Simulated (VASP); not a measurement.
Write the native input for VASP 6.6.1 that does the following.

- Task: single point
- Functional: r2SCAN
- Potentials or basis: VASP PAW PBE potentials, release 64 (Si, C)
- Cutoff: 660 eV
- k mesh: 10 × 10 × 10
- Occupations: gaussian, width 0.02 eV
- Spin: no spin polarisation
- Dipole correction: no
- Further INCAR settings: ALGO = Normal; EDIFF = 1e-06; NBANDS = 11

Crystal: SiC.

```
Si C
1.0
     0.00000    2.17831    2.17831
     2.17831    0.00000    2.17831
     2.17831    2.17831    0.00000
Si C
1 1
Cartesian
  0.0000 0.0000 0.0000
  1.0892 1.0892 1.0892
```

The input as run:

POSCAR

```
SiC
1.0
    0.0000000000      2.1783055711      2.1783055711
    2.1783055711      0.0000000000      2.1783055711
    2.1783055711      2.1783055711      0.0000000000
Si C
1 1
Direct
    0.0000000000      0.0000000000      0.0000000000
    0.2500000000      0.2500000000      0.2500000000
```

INCAR.step1

```
PREC     = Accurate       # precision mode
ENCUT    = 660            # plane-wave cutoff, eV
ISMEAR   = 0              # smearing method
SIGMA    = 0.02           # smearing width, eV
LREAL    = F              # projectors in reciprocal space
LASPH    = T              # aspherical terms in the spheres
NELM     = 120            # most SCF steps
NBANDS   = 11             # bands
GGA      = PE             # functional
ALGO     = Normal         # electronic algorithm
EDIFF    = 1E-5           # SCF threshold, eV
LWAVE    = T              # write WAVECAR
LCHARG   = F              # write CHGCAR
GGA_COMPAT= F
```

INCAR.step2

```
PREC     = Accurate       # precision mode
ENCUT    = 660            # plane-wave cutoff, eV
EDIFF    = 1E-6           # SCF threshold, eV
ISMEAR   = 0              # smearing method
SIGMA    = 0.02           # smearing width, eV
LREAL    = F              # projectors in reciprocal space
LASPH    = T              # aspherical terms in the spheres
NELM     = 120            # most SCF steps
ALGO     = Normal         # electronic algorithm
ISIF     = 2              # what is computed and relaxed
LWAVE    = F              # write WAVECAR
LCHARG   = T              # write CHGCAR
METAGGA  = R2SCAN         # meta-GGA
LMIXTAU  = T            
LELF     = T              # ELF
LVHAR    = T            
NBANDS   = 11             # bands
ISTART   = 1            
GGA_COMPAT= F
```

KPOINTS

```
regular mesh
0
Gamma
  10 10 10
```

Potentials or basis: VASP PAW PBE potentials, release 64 (Si, C).

The run is started by

```sh
$ cat potpaw_PBE.64/Si/POTCAR potpaw_PBE.64/C/POTCAR > POTCAR
$ cp INCAR.step1 INCAR
$ mpirun -np 1 vasp_std > vasp.out
$ cp INCAR.step2 INCAR
$ mpirun -np 1 vasp_std > vasp.out
```

It gave:

The pressure is -0.4 GPa and the band gap on the k mesh is 1.73 eV (least direct gap 5.06 eV).

Caveat: the PAW data sets were made with another functional, which shifts forces and pressure a little.

It took 49 s on 1 thread of Intel Xeon 8259CL, with other jobs on the host, peak memory 0.16 GiB.
